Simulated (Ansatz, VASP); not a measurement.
## Be in VASP and in Ansatz

```
Be
1.0
     3.41228    0.00000    0.00000
    -1.70614    2.95512    0.00000
     0.00000    0.00000    2.09231
Be
3
Direct
  0.00000 0.00000 0.00000
  0.33333 0.66667 0.50000
  0.66667 0.33333 0.50000
```

Alike in both runs: task single point; functional PBEsol; k mesh 12 × 12 × 16; occupations fermi-dirac, width 0.1 eV; no spin polarisation.

|  | VASP | Ansatz |
| --- | --- | --- |
| version | VASP 6.6.1 | Ansatz 0.2.0 |
| potentials or method | VASP PAW PBE potentials, release 64 (Be), cutoff 520 eV | plane waves (420 eV) with PAW, scalar-relativistic |
| valence electrons in the cell | 6 | 6 |

```tsv
	VASP	Ansatz	Ansatz less VASP
pressure (GPa)	18.9	18.4	-0.49
traceless stress, the component that is largest in VASP (GPa)	-3.10	-3.01	+0.082
```

VASP's potentials were made for PBE, not for PBEsol, and Ansatz warns of the same on its side.
